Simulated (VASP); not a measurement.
# ScCu (Pm-3m) in VASP: relaxation of cell and atoms with LDA

Aim: the relaxation of cell and atoms of ScCu with LDA.

Program: VASP 6.6.1. These are calculated values, not measurements. Logs are shortened: lines on timing, memory, paths and dates and some standing lists are left out, and cuts for length are marked.

### 1 The cell of the first run

The structure is cubic, space group Pm-3m (No. 221). The conventional cell has a = 3.256 Å, b = 3.256 Å, c = 3.256 Å, α = 90.00°, β = 90.00°, γ = 90.00°. Sc (site symmetry m-3m) has 8 Cu at 2.82 Å and 6 Sc at 3.26 Å within 3.7 Å. Within 3.7 Å of Cu (site symmetry m-3m) lie 8 Sc at 2.82 Å and 6 Cu at 3.26 Å.

### 2 Relaxation of cell and atoms, LDA

File INCAR:

```
SYSTEM = ScCu
PREC     = Accurate       ! precision mode
ENCUT    = 820            ! plane-wave cutoff, eV
EDIFF    = 1E-7           ! SCF threshold, eV
ISMEAR   = -1             ! smearing method
SIGMA    = 0.1            ! smearing width, eV
LREAL    = .False.        ! projectors in reciprocal space
LASPH    = .True.         ! aspherical terms in the spheres
NELM     = 120            ! most SCF steps
ALGO     = Normal         ! electronic algorithm
ISIF     = 3              ! what is computed and relaxed
LWAVE    = .False.        ! write WAVECAR
LCHARG   = .False.        ! write CHGCAR
GGA      = CA             ! functional
IBRION   = 2              ! ionic algorithm
NSW      = 80             ! ionic steps
EDIFFG   = -0.01          ! ionic threshold
GGA_COMPAT= .False.      
NELMIN   = 4
```

File KPOINTS:

```
Automatic mesh
0
Gamma
  8 8 8
  0 0 0
```

File POSCAR:

```
ScCu
1.0
    3.2560000000      0.0000000000      0.0000000000
    0.0000000000      3.2560000000      0.0000000000
    0.0000000000      0.0000000000      3.2560000000
Sc Cu
1 1
Direct
    0.5000000000      0.5000000000      0.5000000000
    0.0000000000      0.0000000000      0.0000000000
```

Potentials or basis: VASP PAW LDA potentials, release 64 (Sc_sv, Cu_sv_GW).

Launch:

```
$ cat potpaw_LDA.64/Sc_sv/POTCAR potpaw_LDA.64/Cu_sv_GW/POTCAR > POTCAR
$ mpirun -np 1 vasp_std > vasp.out
```

OUTCAR:

```text
SYSTEM = ScCu
   PREC = Accurate
   ENCUT = 820
   EDIFF = 1E-7
   ISMEAR = -1
   LREAL = .False.
   LASPH = .True.
   NELM = 120
   ISIF = 3
   GGA = CA
   IBRION = 2
   NSW = 80
   EDIFFG = -0.01
   NELMIN = 4

 ion  position               nearest neighbor table
   1  0.500  0.500  0.500-   2 2.82   2 2.82   2 2.82   2 2.82   2 2.82   2 2.82   2 2.82   2 2.82

   2  0.000  0.000  0.000-   1 2.82   1 2.82   1 2.82   1 2.82   1 2.82   1 2.82   1 2.82   1 2.82

  LATTYP: Found a simple cubic cell.
 ALAT       =     3.2560000000

  Lattice vectors:

 A1 = (   3.2560000000,   0.0000000000,   0.0000000000)
 A2 = (   0.0000000000,   3.2560000000,   0.0000000000)
 A3 = (   0.0000000000,   0.0000000000,   3.2560000000)

Analysis of symmetry for initial positions (statically):
=====================================================================
 Subroutine PRICEL returns:
 Original cell was already a primitive cell.

 Routine SETGRP: Setting up the symmetry group for a
 simple cubic supercell.

 Subroutine GETGRP returns: Found 48 space group operations
 (whereof 48 operations were pure point group operations)
 out of a pool of 48 trial point group operations.

The static configuration has the point symmetry O_h .

Analysis of symmetry for dynamics (positions and initial velocities):
=====================================================================
 Subroutine PRICEL returns:
 Original cell was already a primitive cell.

 Routine SETGRP: Setting up the symmetry group for a
 simple cubic supercell.

 Subroutine GETGRP returns: Found 48 space group operations
 (whereof 48 operations were pure point group operations)
 out of a pool of 48 trial point group operations.

The dynamic configuration has the point symmetry O_h .

 Subroutine INISYM returns: Found 48 space group operations
 (whereof 48 operations are pure point group operations),
 and found     1 'primitive' translations

----------------------------------------------------------------------------------------

                                     Primitive cell

  volume of cell :      34.5186

  direct lattice vectors                    reciprocal lattice vectors
     3.256000000  0.000000000  0.000000000     0.307125307  0.000000000  0.000000000
     0.000000000  3.256000000  0.000000000     0.000000000  0.307125307  0.000000000
     0.000000000  0.000000000  3.256000000     0.000000000  0.000000000  0.307125307

  length of vectors
     3.256000000  3.256000000  3.256000000     0.307125307  0.307125307  0.307125307

  position of ions in fractional coordinates (direct lattice)
     0.500000000  0.500000000  0.500000000
     0.000000000  0.000000000  0.000000000

  ion indices of the primitive-cell ions
   primitive index   ion index
                 1           1
                 2           2

----------------------------------------------------------------------------------------

 KPOINTS: Automatic mesh

Automatic generation of k-mesh.
 Grid dimensions read from file:
 generate k-points for:    8    8    8

 Generating k-lattice:

  Cartesian coordinates                     Fractional coordinates (reciprocal lattice)
     0.038390663  0.000000000  0.000000000     0.125000000  0.000000000  0.000000000
     0.000000000  0.038390663  0.000000000     0.000000000  0.125000000  0.000000000
     0.000000000  0.000000000  0.038390663     0.000000000  0.000000000  0.125000000

  Length of vectors
     0.038390663  0.038390663  0.038390663

  Shift w.r.t. Gamma in fractional coordinates (k-lattice)
     0.000000000  0.000000000  0.000000000

 Subroutine IBZKPT returns following result:
 ===========================================

 Found     35 irreducible k-points:

 Following reciprocal coordinates:
            Coordinates               Weight
  0.000000  0.000000  0.000000      1.000000
  0.125000  0.000000  0.000000      6.000000
  0.250000  0.000000  0.000000      6.000000
  0.375000  0.000000  0.000000      6.000000
  0.500000  0.000000  0.000000      3.000000
  0.125000  0.125000  0.000000     12.000000
[... 16 lines left out ...]
  0.375000  0.375000  0.125000     24.000000
  0.500000  0.375000  0.125000     24.000000
 [... further k-points ...]
   k-points           NKPTS =     35   k-points in BZ     NKDIM =     35   number of bands    NBANDS=     19
   number of dos      NEDOS =    301   number of ions     NIONS =      2
   total plane-waves  NPLWV =  27000
   dimension x,y,z NGX =    30 NGY =   30 NGZ =   30
   dimension x,y,z NGXF=    60 NGYF=   60 NGZF=   60
   ions per type =               1   1
   NGX,Y,Z   is equivalent  to a cutoff of  15.32, 15.32, 15.32 a.u.
   NGXF,Y,Z  is equivalent  to a cutoff of  30.64, 30.64, 30.64 a.u.
 SYSTEM =  ScCu
   PREC   = accura    normal or accurate (medium, high low for compatibility)
   ISTART =      0    job   : 0-new  1-cont  2-samecut
   ICHARG =      2    charge: 1-file 2-atom 10-const
   ISPIN  =      1    spin polarized calculation?
   LNONCOLLINEAR =      F non collinear calculations
   LSORBIT =      F    spin-orbit coupling
   LASPH  =      T    aspherical Exc in radial PAW
   ENCUT  =  820.0 eV  60.27 Ry    7.76 a.u.   7.60  7.60  7.60*2*pi/ulx,y,z
   NELM   =    120;   NELMIN=  4; NELMDL= -5     # of ELM steps
   EDIFF  = 0.1E-06   stopping-criterion for ELM
   LREAL  =      F    real-space projection
   EDIFFG = -.1E-01   stopping-criterion for IOM
   NSW    =     80    number of steps for IOM
   IBRION =      2    ionic relax: 0-MD 1-quasi-New 2-CG
   NFREE  =      1    steps in history (QN), initial steepest desc. (CG)
   ISIF   =      3    stress and relaxation
   ISYM   =      2    0-nonsym 1-usesym 2-fastsym
   POTIM  = 0.5000    time-step for ionic-motion
   TEBEG  =    0.0;   TEEND  =   0.0 temperature during run
   PSTRESS=    0.0 pullay stress
   NELECT =      30.0000    total number of electrons
   NUPDOWN=      -1.0000    fix difference up-down
   EMIN   =  10.00;   EMAX   =-10.00  energy-range for DOS
   EFERMI =   0.00;   METHOD = LEGACY
   ISMEAR =    -1;   SIGMA  =   0.10  broadening in eV -4-tet -1-fermi 0-gaus
   EFERMI_NEDOS =   21; number of points for ismear=-14 and -15
   IALGO  =     38    algorithm
   IMIX   =      4    mixing-type and parameters
     AMIX     =   0.40;   BMIX     =  1.00
     AMIX_MAG =   1.60;   BMIX_MAG =  1.00
  volume/ion in A,a.u.               =      17.26       116.47
  Fermi-wavevector in a.u.,A,eV,Ry     =   1.562299  2.952317 33.208808  2.440779
  Thomas-Fermi vector in A             =   2.665238
   LORBIT       =      0    0 simple, 1 ext, 2 COOP (PROOUT), +10 PAW based schemes
   GGA     = CA    functional components
   LHFCALC =     F    Hartree Fock is set to
   AEXX    =    0.0000 exact exchange contribution
   IVDW    =     0    specifies the selected vdW correction
   LEPSILON=     F    determine dielectric tensor
   LRPA    =     F    only Hartree local field effects (RPA)
 conjugate gradient relaxation of ions
 non-spin polarized calculation
  energy-cutoff  :      820.00
  volume of cell :       34.52
 maximum number of plane-waves:      1856
   NGX = 15   NGY = 15   NGZ = 15

--------------------------------------- Ionic step        1  -------------------------------------------

 number of electron      30.0000022 magnetization

 Free energy of the ion-electron system (eV)
  ---------------------------------------------------
  ext. energy  EPLUGINS =         0.00000000
  ---------------------------------------------------
  free energy    TOTEN  =       -12.09565573 eV

  energy without entropy =      -12.04505530  energy(sigma->0) =      -12.07035552

------------------------ aborting loop because EDIFF is reached ----------------------------------------

  FORCE on cell =-STRESS in cart. coord.  units (eV):
  Direction    XX          YY          ZZ          XY          YZ          ZX
  --------------------------------------------------------------------------------------
  -------------------------------------------------------------------------------------
  Total       -1.6722391     -1.6722391     -1.6722391      0.0000000     -0.0000000     -0.0000000
  in kB      -77.6168061    -77.6168061    -77.6168061      0.0000000     -0.0000000     -0.0000000
  external PRESSURE =     -77.6168061 kB  Pullay stress =       0.0000000 kB
[... 57 lines left out ...]
  energy  without entropy=      -12.0986720589  energy(sigma->0) =      -12.12214943

--------------------------------------- Ionic step        3  -------------------------------------------

 number of electron      29.9999979 magnetization

 Free energy of the ion-electron system (eV)
  ---------------------------------------------------
  ext. energy  EPLUGINS =         0.00000000
  ---------------------------------------------------
  free energy    TOTEN  =       -12.16548946 eV

  energy without entropy =      -12.11744956  energy(sigma->0) =      -12.14146951

 E-fermi :   5.9563     XC(G=0): -12.1029

 val. band max:        5.7341622515   @ k =   0.5000   0.5000   0.1250
 cond. band min:       6.0008003067   @ k =   0.5000   0.2500   0.2500
 fundamental gap:      0.2666380551
 Fermi energy:         5.9563365431

 k-point     1 :       0.0000    0.0000    0.0000
  band No.  band energies     occupation
      1    -106.1968      2.00000
      2     -64.1405      2.00000
      3     -64.1405      2.00000
      4     -64.1405      2.00000
      5     -42.9548      2.00000
      6     -21.7973      2.00000
[... 11 lines left out ...]
     18       9.3680      0.00000
     19       9.3680      0.00000
[... 489 lines left out ...]
      3     -64.1432      2.00000
      4     -64.1405      2.00000
      5     -42.8911      2.00000
      6     -22.0695      2.00000
[... 11 lines left out ...]
     18       8.8848      0.00000
     19       9.0617      0.00000

 [... further k-points ...]
[... 5 lines left out ...]
  --------------------------------------------------------------------------------------
  -------------------------------------------------------------------------------------
  Total       -0.0149906     -0.0149906     -0.0149906     -0.0000000      0.0000000      0.0000000
  in kB       -0.7548549     -0.7548549     -0.7548549     -0.0000000      0.0000000      0.0000000
  external PRESSURE =      -0.7548549 kB  Pullay stress =       0.0000000 kB
[... 17 lines left out ...]
  FREE ENERGIE OF THE ION-ELECTRON SYSTEM (eV)
  ---------------------------------------------------
  free  energy   TOTEN  =       -12.1654894611 eV

  energy  without entropy=      -12.1174495553  energy(sigma->0) =      -12.14146951

 reached required accuracy - stopping structural energy minimisation
```

Wall time 62 s (1 thread of Intel Xeon 6975P-C (Granite Rapids), shared host); peak memory 0.21 GiB.

Results:

```
Free energy                           : -12.1655 eV
Relaxed volume                        : 15.91 Å³/atom
Relaxed cell                          : a = 3.169 Å, b = 3.169 Å, c = 3.169 Å, α = 90.00°, β = 90.00°, γ = 90.00°
Space group after relaxing (to 0.1 Å) : Pm-3m (No. 221)
Energy gained by relaxing             : 34.9 meV/atom
Ionic steps                           : 3
Pressure after relaxing               : -0.1 GPa
Band gap on the k mesh                : zero (bands 15 and 16 overlap by 2.18 eV)
```

The path:
| step | energy change (eV) | largest force (eV/Å) | pressure (GPa) | volume (Å³) |
| --- | --- | --- | --- | --- |
| 1 | 0.0000 | 0.0000 | -7.76 | 34.52 |
| 2 | -0.0500 | 0.0000 | 5.35 | 30.51 |
| 3 | -0.0698 | 0.0000 | -0.08 | 31.82 |

Final structure:
```cif
data_structure
_symmetry_space_group_name_H-M 'P 1'
_symmetry_Int_Tables_number 1
_cell_length_a 3.1688
_cell_length_b 3.1688
_cell_length_c 3.1688
_cell_angle_alpha 90.000
_cell_angle_beta 90.000
_cell_angle_gamma 90.000
_cell_volume 31.82
loop_
_atom_site_label
_atom_site_type_symbol
_atom_site_fract_x
_atom_site_fract_y
_atom_site_fract_z
_atom_site_occupancy
Sc1 Sc 0.50000 0.50000 0.50000 1
Cu1 Cu 0.00000 0.00000 0.00000 1
```

Levels at points of the mesh, in eV from the Fermi level:
| k point | band 12 | band 13 | band 14 | band 15 | band 16 | band 17 | band 18 | band 19 |
| --- | --- | --- | --- | --- | --- | --- | --- | --- |
| (0.00, 0.00, 0.00) | -3.25 | -3.25 | -3.25 | 0.49 | 0.49 | 3.41 | 3.41 | 3.41 |
| (0.50, 0.00, 0.00) | -3.36 | -3.36 | -3.13 | -2.18 | 0.18 | 1.40 | 1.40 | 3.29 |
| (0.50, 0.50, 0.00) | -3.62 | -2.86 | -1.94 | 0.22 | 0.22 | 0.93 | 2.69 | 2.69 |
| (0.50, 0.50, 0.50) | -2.85 | -2.85 | -1.69 | -1.69 | -1.69 | 3.35 | 4.20 | 4.20 |

The gap in the log of VASP goes by the Fermi energy; the results here count the filled bands.